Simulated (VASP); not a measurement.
A run of VASP 6.6.1:

File INCAR:

```
SYSTEM = AlN
PREC     = Accurate       ! precision mode
ENCUT    = 520            ! plane-wave cutoff, eV
EDIFF    = 1E-6           ! SCF threshold, eV
ISMEAR   = 0              ! smearing method
SIGMA    = 0.05           ! smearing width, eV
LREAL    = .False.        ! projectors in reciprocal space
LASPH    = .True.         ! aspherical terms in the spheres
NELM     = 60             ! most SCF steps
ALGO     = Normal         ! electronic algorithm
ISIF     = 2              ! what is computed and relaxed
LWAVE    = .False.        ! write WAVECAR
LCHARG   = .False.        ! write CHGCAR
GGA      = PS             ! functional
NBANDS   = 11             ! bands
```

File KPOINTS:

```
regular mesh
0
Gamma
  10 10 10
  0 0 0
```

File POSCAR:

```
AlN
1.0
   -0.0518481260      1.9220653022      1.9220653022
    1.9220653022     -0.0518481260      1.9220653022
    1.9220653022      1.9220653022     -0.0518481260
Al N
1 1
Direct
    0.5000000000      0.5000000000      0.5000000000
    0.0000000000      0.0000000000      0.0000000000
```

Potentials or basis: VASP PAW PBE potentials, release 64 (Al, N).

Command:

```console
$ cat potpaw_PBE.64/Al/POTCAR potpaw_PBE.64/N/POTCAR > POTCAR
$ mpirun -np 1 vasp_std > vasp.out
```

Hardware: 1 thread of Intel(R) Xeon(R) Platinum 8488C (Sapphire Rapids), with other jobs on the host.

Question: Estimate the wall time of this run.

Answer: Wall time 12 s on 1 thread of Intel(R) Xeon(R) Platinum 8488C (Sapphire Rapids) (shared host), peak memory 0.13 GiB. Counts: scf iterations 12, k points 116.
